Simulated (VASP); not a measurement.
Wanted: the native input for a VASP 6.6.1 run.

```yaml
Task: single point
Functional: PBE
Dispersion: D3(BJ)
Potentials_or_basis: VASP PAW PBE potentials, release 64 (S, C, H)
Cutoff: 520 eV
k_mesh: 1 × 1 × 1
Occupations: fermi-dirac, width 0.05 eV
Spin: no spin polarisation
Dipole_correction: no
Further_INCAR_settings: LREAL = Auto; ALGO = Normal; EDIFF = 1e-07; NBANDS = 73
```

The structure of H8C3S2 lies in POSCAR:

```
H8C3S2
1.0
    8.4818530000      0.0000000000      0.0000000000
    0.0000000000      8.4818530000      0.0000000000
    0.0000000000      0.0000000000      8.4818530000
S C H
6 9 24
Direct
   -0.1158364198      0.5655695484      0.0156066551
    0.1165670495      0.2968500511     -0.0786256433
    0.3707058720      1.0340183635      0.6051149058
    0.1410016701      0.8569576488      0.8319789878
    0.6173979639      0.2067751235      0.9346509250
    0.4517918658      0.5278588274      0.8633835907
    0.0006608700      0.4305772921     -0.0305013634
    0.2554417695      0.9447826102      0.7175362698
    0.5354679590      0.3675060662      0.8984243763
    0.3661377016      0.9027893843      0.1910583640
    0.8712580229      0.2300525607      0.5520673919
    0.0680575973      0.6192475559      0.4797834923
    0.8795935591      0.9865297990      0.1997585838
    0.3906909352      0.3696084273      0.3076895293
    0.6368755616      0.6784276196      0.4671934360
    0.3674042912      0.7916057114      0.1254083375
    0.4872174691      0.9418003648      0.2130398138
    0.3056067667      0.8850882781      0.3037361129
    0.3035265114      0.9924512161      0.1224890888
    0.8532860555      0.1206204062      0.6188418530
    0.9848788591      0.2245423883      0.4897547435
    0.8718711630      0.3307929071      0.6334260003
    0.7753450912      0.2443779578      0.4664606522
   -0.0335944713      0.6323028999      0.5584339134
    0.0370544658      0.5420330575      0.3794329557
    0.1667759566      0.5664097552      0.5460791710
    0.1018954554      0.7365709919      0.4350426062
    1.0080104190      0.9753423792      0.2045315917
    0.8479896195      1.1111325720      0.1874888991
    0.8280036750      0.9393742437      0.3082025382
    0.8345160640      0.9204412796      0.0982458175
    0.3880949709      0.3805418013      0.4364262292
    0.3436398915      0.2541525033      0.2729472036
    0.5126707246      0.3813637496      0.2661991390
    0.3182815272      0.4631462763      0.2549269052
    0.6877310096      0.7779143657      0.5324943149
    0.6645553167      0.5679687239      0.5283602081
    0.6874007182      0.6748592720      0.3484340695
    0.5087326722      0.6928637210      0.4594634343
```

One way to write it, as run:

INCAR

```
SYSTEM = H8C3S2
PREC = Accurate
ENCUT = 520
EDIFF = 1E-7
ISMEAR = -1
SIGMA = 0.05
LREAL = Auto
LASPH = .TRUE.
NELM = 100
ALGO = Normal
ISIF = 2
LWAVE = .FALSE.
LCHARG = .FALSE.
GGA = PE
IVDW = 12
NBANDS = 73
```

KPOINTS

```
Automatic mesh
0
G
  1 1 1
  0 0 0
```

Potentials or basis: VASP PAW PBE potentials, release 64 (S, C, H).

Launch:

```console
$ cat potpaw_PBE.64/S/POTCAR potpaw_PBE.64/C/POTCAR potpaw_PBE.64/H/POTCAR > POTCAR
$ mpirun -np 1 vasp_gam > vasp.out
```

It gave:

| Quantity | Value |
| --- | --- |
| Pressure | -0.5 GPa |
| Largest force | 0.361 eV/Å |
| Band gap on the k mesh | 3.53 eV |
| Dispersion energy per atom | -0.052 eV |

Caveat: the k points lie up to 0.74 Å⁻¹ apart.

Wall time 5 min on 1 thread of AMD EPYC 7R13 Processor (Zen 3), on a shared host, peak memory 0.47 GiB.
